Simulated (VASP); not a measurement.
**Ge: single point with PBE**

Ge:

```
CELL_PARAMETERS angstrom
-2.49590 2.65086 1.43695
2.49590 -2.65086 1.43695
2.49590 2.65086 -1.43695
ATOMIC_POSITIONS crystal
Ge 0.31406 0.06406 0.25000
Ge 0.68594 0.93594 0.75000
```

| Property | Result |
| --- | --- |
| Program | VASP 6.6.1 |
| Task | single point |
| Functional | PBE |
| Potentials or basis | VASP PAW PBE potentials, release 64 (Ge_d) |
| Cutoff | 520 eV |
| k mesh | 11 × 11 × 11 |
| Occupations | gaussian, width 0.05 eV |
| Spin | no spin polarisation |
| Dipole correction | no |
| Further INCAR settings | ALGO = Normal; EDIFF = 1e-07; NBANDS = 21 |

```yaml
Pressure: 1.1 GPa
Largest_force: 0.062 eV/Å
Band_gap_on_the_k_mesh: zero (band 14 reaches 8.62 eV, above the bottom of band 15 at 3.41 eV)
```

Forces in eV/Å, atoms in the order of the input:
```
Ge   0.000  0.000  0.062
Ge   0.000  0.000 -0.062
```

Stress tensor (GPa, compression positive):
```
2.45 0.00 0.00
0.00 0.02 0.00
0.00 0.00 0.93
```

Levels at points of the mesh, in eV from the Fermi level:
| k point | band 10 | band 11 | band 12 | band 13 | band 14 | band 15 | band 16 | band 17 | band 18 | band 19 |
| --- | --- | --- | --- | --- | --- | --- | --- | --- | --- | --- |
| (0.00, 0.00, 0.00) | -24.47 | -13.12 | -3.84 | -2.37 | -1.93 | 3.45 | 6.93 | 7.15 | 7.87 | 8.21 |

Wall time 85 s on 1 thread of Intel(R) Xeon(R) Platinum 8559C (Emerald Rapids), with other jobs on the host, peak memory 0.26 GiB.
